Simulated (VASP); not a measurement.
Crystal: InSe.

```
CELL_PARAMETERS angstrom
1.95917 1.13113 8.26771
-1.95917 1.13113 8.26771
0.00000 -2.26226 8.26771
ATOMIC_POSITIONS crystal
In 0.88860 0.88860 0.88860
In 0.00000 0.00000 0.00000
Se 0.17190 0.17190 0.17190
Se 0.38350 0.38350 0.38350
```

Program: VASP 6.6.1. Alike in all runs: task single point; potentials or basis VASP PAW PBE potentials, release 64 (In_d, Se); no spin polarisation; cell as given; k mesh 8 × 8 × 8; cutoff (eV) 520; smearing fermi-dirac 0.05 eV.

Problem. Order these runs on this cell by their pressure, lowest first.
A. level BLYP+D4
B. level RPBE+D3(BJ)
C. level PBEsol

Solution. B (-1.5 GPa), C (3.9 GPa), A (6.1 GPa).

Caveats: the PAW data sets were made with another functional, which shifts forces and pressure a little; the cell stands under pressure (at least some runs).
